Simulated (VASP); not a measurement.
# Al in VASP: relaxation of the atoms with PBEsol

Aim: the relaxation of the atoms of Al with PBEsol.

All numbers are computed with VASP 6.6.1; they aren't measurements. Logs are shortened: lines on timing, memory, paths and dates and some standing lists are left out, and cuts for length are marked.

## 1. The cell of the first run

The cell holds a slab with vacuum, 5 atoms: a = 2.839 Å, b = 4.016 Å, c = 21.679 Å, α = 90.00°, β = 90.00°, γ = 90.00°.

## 2. Relaxation of the atoms, PBEsol

File INCAR:

```
PREC     = Accurate       # precision mode
ENCUT    = 520            # plane-wave cutoff, eV
EDIFF    = 1E-6           # SCF threshold, eV
ISMEAR   = -1             # smearing method
SIGMA    = 0.05           # smearing width, eV
LREAL    = False          # projectors in reciprocal space
LASPH    = True           # aspherical terms in the spheres
NELM     = 80             # most SCF steps
ALGO     = Normal         # electronic algorithm
ISIF     = 2              # what is computed and relaxed
LWAVE    = False          # write WAVECAR
LCHARG   = False          # write CHGCAR
LDIPOL   = True         
IDIPOL   = 3            
DIPOL    = 0.5 0.5 0.500
GGA      = PS             # functional
IBRION   = 2              # ionic algorithm
NSW      = 32             # ionic steps
EDIFFG   = -0.01          # ionic threshold
KPAR     = 4
```

File KPOINTS:

```
Automatic mesh
0
Gamma
  14 10 1
```

File POSCAR:

```
Al
1.0
    2.8394161666      0.0000000000      0.0000000000
    0.0000000000      4.0155408520      0.0000000000
    0.0000000000      0.0000000000     21.6788000000
Al
5
Direct
    0.0000000000      0.0000000000      0.3726219598
    0.5000000000      0.5000000000      0.4346497442
    0.0000000000      0.0000000000      0.4999999991
    0.5000000000      0.5000000000      0.5653502572
    0.0000000000      0.0000000000      0.6273780397
```

Potentials or basis: VASP PAW PBE potentials, release 64 (Al).

The run is started by

```sh
cat potpaw_PBE.64/Al/POTCAR > POTCAR
mpirun -np 4 vasp_std > vasp.out
```

OUTCAR:

```text
PREC = Accurate
   ENCUT = 520
   EDIFF = 1E-6
   ISMEAR = -1
   LREAL = False
   LASPH = True
   NELM = 80
   ISIF = 2
   GGA = PS
   IBRION = 2
   NSW = 32
   EDIFFG = -0.01

 ion  position               nearest neighbor table
   1  0.000  0.000  0.373-   3 2.76   2 2.80   2 2.80   2 2.80   2 2.80
   2  0.500  0.500  0.435-   1 2.80   1 2.80   1 2.80   1 2.80   4 2.83   3 2.84   3 2.84   3 2.84
                             3 2.84
   3  0.000  0.000  0.500-   1 2.76   5 2.76   2 2.84   2 2.84   2 2.84   2 2.84   4 2.84   4 2.84
                             4 2.84   4 2.84
   4  0.500  0.500  0.565-   5 2.80   5 2.80   5 2.80   5 2.80   2 2.83   3 2.84   3 2.84   3 2.84
                             3 2.84
   5  0.000  0.000  0.627-   3 2.76   4 2.80   4 2.80   4 2.80   4 2.80

  LATTYP: Found a simple orthorhombic cell.
 ALAT       =     2.8394161666
 B/A-ratio  =     1.4142135624
 C/A-ratio  =     7.6349498376

  Lattice vectors:

 A1 = (   2.8394161666,   0.0000000000,   0.0000000000)
 A2 = (   0.0000000000,   4.0155408520,   0.0000000000)
 A3 = (   0.0000000000,   0.0000000000,  21.6788000000)

Analysis of symmetry for initial positions (statically):
=====================================================================
 Subroutine PRICEL returns:
 Original cell was already a primitive cell.

 Routine SETGRP: Setting up the symmetry group for a
 simple orthorhombic supercell.

 Subroutine GETGRP returns: Found  8 space group operations
 (whereof  8 operations were pure point group operations)
 out of a pool of  8 trial point group operations.

The static configuration has the point symmetry D_2h.

Analysis of symmetry for dynamics (positions and initial velocities):
=====================================================================
 Subroutine PRICEL returns:
 Original cell was already a primitive cell.

 Routine SETGRP: Setting up the symmetry group for a
 simple orthorhombic supercell.

 Subroutine GETGRP returns: Found  8 space group operations
 (whereof  8 operations were pure point group operations)
 out of a pool of  8 trial point group operations.

The dynamic configuration has the point symmetry D_2h.

 Subroutine INISYM returns: Found  8 space group operations
 (whereof  8 operations are pure point group operations),
 and found     1 'primitive' translations

----------------------------------------------------------------------------------------

                                     Primitive cell

  volume of cell :     247.1772

  direct lattice vectors                    reciprocal lattice vectors
     2.839416167  0.000000000  0.000000000     0.352185077  0.000000000  0.000000000
     0.000000000  4.015540852  0.000000000     0.000000000  0.249032456  0.000000000
     0.000000000  0.000000000 21.678800000     0.000000000  0.000000000  0.046128014

  length of vectors
     2.839416167  4.015540852 21.678800000     0.352185077  0.249032456  0.046128014

  position of ions in fractional coordinates (direct lattice)
     0.000000000  0.000000000  0.372621960
     0.500000000  0.500000000  0.434649744
     0.000000000  0.000000000  0.499999999
     0.500000000  0.500000000  0.565350257
     0.000000000  0.000000000  0.627378040

  ion indices of the primitive-cell ions
   primitive index   ion index
                 1           1
                 2           2
                 3           3
                 4           4
                 5           5

----------------------------------------------------------------------------------------

 KPOINTS: Automatic mesh

Automatic generation of k-mesh.
 Grid dimensions read from file:
 generate k-points for:   14   10    1

 Generating k-lattice:

  Cartesian coordinates                     Fractional coordinates (reciprocal lattice)
     0.025156077  0.000000000  0.000000000     0.071428571  0.000000000  0.000000000
     0.000000000  0.024903246  0.000000000     0.000000000  0.100000000  0.000000000
     0.000000000  0.000000000  0.046128014     0.000000000  0.000000000  1.000000000

  Length of vectors
     0.025156077  0.024903246  0.046128014

  Shift w.r.t. Gamma in fractional coordinates (k-lattice)
     0.000000000  0.000000000  0.000000000

 Subroutine IBZKPT returns following result:
 ===========================================

 Found     48 irreducible k-points:

 Following reciprocal coordinates:
            Coordinates               Weight
  0.000000  0.000000  0.000000      1.000000
  0.071429  0.000000  0.000000      2.000000
  0.142857  0.000000  0.000000      2.000000
  0.214286  0.000000  0.000000      2.000000
  0.285714  0.000000  0.000000      2.000000
  0.357143  0.000000  0.000000      2.000000
[... 16 lines left out ...]
  0.428571  0.200000  0.000000      4.000000
  0.500000  0.200000  0.000000      2.000000
 [... further k-points ...]
   k-points           NKPTS =     48   k-points in BZ     NKDIM =     48   number of bands    NBANDS=     11
   number of dos      NEDOS =    301   number of ions     NIONS =      5
   total plane-waves  NPLWV = 116640
   dimension x,y,z NGX =    24 NGY =   30 NGZ =  162
   dimension x,y,z NGXF=    48 NGYF=   60 NGZF=  324
   ions per type =               5
   NGX,Y,Z   is equivalent  to a cutoff of  14.05, 12.42, 12.42 a.u.
   NGXF,Y,Z  is equivalent  to a cutoff of  28.10, 24.84, 24.85 a.u.
 SYSTEM =  unknown system
   PREC   = accura    normal or accurate (medium, high low for compatibility)
   ISTART =      0    job   : 0-new  1-cont  2-samecut
   ICHARG =      2    charge: 1-file 2-atom 10-const
   ISPIN  =      1    spin polarized calculation?
   LNONCOLLINEAR =      F non collinear calculations
   LSORBIT =      F    spin-orbit coupling
   LASPH  =      T    aspherical Exc in radial PAW
   ENCUT  =  520.0 eV  38.22 Ry    6.18 a.u.   5.28  7.47 40.31*2*pi/ulx,y,z
   NELM   =     80;   NELMIN=  2; NELMDL= -5     # of ELM steps
   EDIFF  = 0.1E-05   stopping-criterion for ELM
   LREAL  =      F    real-space projection
   EDIFFG = -.1E-01   stopping-criterion for IOM
   NSW    =     32    number of steps for IOM
   IBRION =      2    ionic relax: 0-MD 1-quasi-New 2-CG
   NFREE  =      1    steps in history (QN), initial steepest desc. (CG)
   ISIF   =      2    stress and relaxation
   ISYM   =      2    0-nonsym 1-usesym 2-fastsym
   POTIM  = 0.5000    time-step for ionic-motion
   TEBEG  =    0.0;   TEEND  =   0.0 temperature during run
   PSTRESS=    0.0 pullay stress
   NELECT =      15.0000    total number of electrons
   NUPDOWN=      -1.0000    fix difference up-down
   EMIN   =  10.00;   EMAX   =-10.00  energy-range for DOS
   EFERMI =   0.00;   METHOD = LEGACY
   ISMEAR =    -1;   SIGMA  =   0.05  broadening in eV -4-tet -1-fermi 0-gaus
   EFERMI_NEDOS =   21; number of points for ismear=-14 and -15
   IALGO  =     38    algorithm
   IMIX   =      4    mixing-type and parameters
     AMIX     =   0.40;   BMIX     =  1.00
     AMIX_MAG =   1.60;   BMIX_MAG =  1.00
  volume/ion in A,a.u.               =      49.44       333.61
  Fermi-wavevector in a.u.,A,eV,Ry     =   0.643333  1.215723  5.631143  0.413877
  Thomas-Fermi vector in A             =   1.710298
   LORBIT       =      0    0 simple, 1 ext, 2 COOP (PROOUT), +10 PAW based schemes
   GGA     = PS    functional components
   LHFCALC =     F    Hartree Fock is set to
   AEXX    =    0.0000 exact exchange contribution
   IVDW    =     0    specifies the selected vdW correction
   LEPSILON=     F    determine dielectric tensor
   LRPA    =     F    only Hartree local field effects (RPA)
 conjugate gradient relaxation of ions
 non-spin polarized calculation
  energy-cutoff  :      520.00
  volume of cell :      247.18
 maximum number of plane-waves:      6698
 NGX is ok and might be reduce to    24
   NGX = 11   NGY = 15   NGZ = 81

 dipolmoment           0.000000      0.000000     -0.000000 electrons x Angstroem

--------------------------------------- Ionic step        1  -------------------------------------------

 number of electron      15.0000000 magnetization

 Free energy of the ion-electron system (eV)
  ---------------------------------------------------
  ext. energy  EPLUGINS =         0.00000000
  ---------------------------------------------------
  free energy    TOTEN  =       -18.87106648 eV

  energy without entropy =      -18.85940796  energy(sigma->0) =      -18.86523722

------------------------ aborting loop because EDIFF is reached ----------------------------------------

  FORCE on cell =-STRESS in cart. coord.  units (eV):
  Direction    XX          YY          ZZ          XY          YZ          ZX
  --------------------------------------------------------------------------------------
  -------------------------------------------------------------------------------------
  Total       -1.4648715     -0.9857901      0.0977597      0.0000000      0.0000000      0.0000000
  in kB       -9.4951486     -6.3897916      0.6336686      0.0000000      0.0000000      0.0000000
  external PRESSURE =      -5.0837572 kB  Pullay stress =       0.0000000 kB
[... 63 lines left out ...]
  energy  without entropy=      -18.8594517151  energy(sigma->0) =      -18.86527088

--------------------------------------- Ionic step        3  -------------------------------------------

 number of electron      15.0000000 magnetization

 dipolmoment           0.000000      0.000000      0.000000 electrons x Angstroem

 Free energy of the ion-electron system (eV)
  ---------------------------------------------------
  ext. energy  EPLUGINS =         0.00000000
  ---------------------------------------------------
  free energy    TOTEN  =       -18.87113507 eV

  energy without entropy =      -18.85955120  energy(sigma->0) =      -18.86534313

 E-fermi :   0.0604     XC(G=0):  -4.3263

 val. band max:        0.0567335314   @ k =   0.2857   0.0000   0.0000
 cond. band min:       0.1029255345   @ k =   0.4286   0.4000   0.0000
 fundamental gap:      0.0461920030
 Fermi energy:         0.0603577535

 k-point     1 :       0.0000    0.0000    0.0000
  band No.  band energies     occupation
      1     -10.7467      2.00000
      2      -8.9873      2.00000
      3      -6.2758      2.00000
      4      -3.3935      2.00000
      5      -2.5051      2.00000
      6      -1.0463      2.00000
      7      -0.8774      2.00000
      8      -0.6834      2.00000
      9       0.7298      0.00000
     10       1.8059      0.00000
     11       2.1928      0.00000
[... 309 lines left out ...]
 k-point    24 :       0.5000    0.2000    0.0000
  band No.  band energies     occupation
      1      -5.9621      2.00000
      2      -5.8382      2.00000
      3      -4.4153      2.00000
      4      -3.9648      2.00000
      5      -1.9348      2.00000
      6      -1.1554      2.00000
      7      -0.6959      2.00000
      8      -0.5392      1.99999
      9       0.6405      0.00002
     10       1.0446      0.00000
     11       1.2747      0.00000

 [... further k-points ...]

------------------------ aborting loop because EDIFF is reached ----------------------------------------

 vacuum level on the upper side and lower side of the slab       (xc-potential included)        -0.146        -0.146

  FORCE on cell =-STRESS in cart. coord.  units (eV):
  Direction    XX          YY          ZZ          XY          YZ          ZX
  --------------------------------------------------------------------------------------
  -------------------------------------------------------------------------------------
  Total       -1.4792732     -0.9993065      0.0354630     -0.0000000      0.0000000      0.0000000
  in kB       -9.5884990     -6.4774039      0.2298673     -0.0000000      0.0000000      0.0000000
  external PRESSURE =      -5.2786785 kB  Pullay stress =       0.0000000 kB

 VOLUME and BASIS-vectors are now :
 -----------------------------------------------------------------------------
  energy-cutoff  :      520.00
  volume of cell :      247.18
      direct lattice vectors                 reciprocal lattice vectors
     2.839416167  0.000000000  0.000000000     0.352185077  0.000000000  0.000000000
     0.000000000  4.015540852  0.000000000     0.000000000  0.249032456  0.000000000
     0.000000000  0.000000000 21.678800000     0.000000000  0.000000000  0.046128014
[... 11 lines left out ...]
  FREE ENERGIE OF THE ION-ELECTRON SYSTEM (eV)
  ---------------------------------------------------
  free  energy   TOTEN  =       -18.8711350687 eV

  energy  without entropy=      -18.8595512013  energy(sigma->0) =      -18.86534313

 reached required accuracy - stopping structural energy minimisation

 vacuum level on the upper side and lower side of the slab         3.924         3.924
```

Run time: 73 s. Hardware: 4 MPI ranks of Intel Xeon Platinum 8375C at 2.90GHz (Ice Lake), shared host; peak memory 0.39 GiB.

What came out:

| Property | Result |
| --- | --- |
| Free energy | -18.8711 eV |
| Energy gained by relaxing | 0.0 meV/atom |
| Ionic steps | 3 |
| Largest force after relaxing | 0.006 eV/Å |
| Band gap on the k mesh | zero (an odd number of electrons rules out a gap without spin polarisation) |

Forces in eV/Å, atoms in the order of the input:
```
Al   0.000  0.000 -0.006
Al   0.000  0.000 -0.001
Al   0.000  0.000  0.000
Al   0.000  0.000  0.001
Al   0.000  0.000  0.006
```

Final structure:
```
Al
1.0
     2.83942    0.00000    0.00000
     0.00000    4.01554    0.00000
     0.00000    0.00000   21.67880
Al
5
Direct
  0.00000 0.00000 0.37250
  0.50000 0.50000 0.43457
  0.00000 0.00000 0.50000
  0.50000 0.50000 0.56543
  0.00000 0.00000 0.62750
```

Caveat: the PAW data sets were made with another functional, which shifts forces and pressure a little.
